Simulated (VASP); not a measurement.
Input of a VASP 6.6.1 run:

File INCAR:

```
SYSTEM = ScAl
PREC = Accurate ; ENCUT = 520
EDIFF = 1E-6 ; ISMEAR = -1
SIGMA = 0.1 ; LREAL = .False.
LASPH = .True. ; NELM = 80
ALGO = Normal ; ISIF = 2
LWAVE = .False. ; LCHARG = .True.
GGA = PS ; LELF = .True.
LVHAR = .True. ; NBANDS = 14
```

File KPOINTS:

```
regular mesh
0
Gamma
  9 9 9
  0 0 0
```

POSCAR

```
ScAl
1.0
    3.3815462249      0.0000000000      0.0000000000
    0.0000000000      3.3815462249      0.0000000000
    0.0000000000      0.0000000000      3.3815462249
Sc Al
1 1
Direct
    0.5000000000      0.5000000000      0.5000000000
    0.0000000000      0.0000000000      0.0000000000
```

Potentials or basis: VASP PAW PBE potentials, release 64 (Sc_sv, Al).

Command:

```bash
$ cat potpaw_PBE.64/Sc_sv/POTCAR potpaw_PBE.64/Al/POTCAR > POTCAR
$ mpirun -np 1 vasp_std > vasp.out
```

Task: Estimate the band gap on the k mesh.

Result: Zero (band 7 reaches 6.12 eV, above the bottom of band 8 at 5.45 eV).

Task: What does it give for the pressure?

Result: -2.3 GPa.

Caveat: the PAW data sets were made with another functional, which shifts forces and pressure a little.
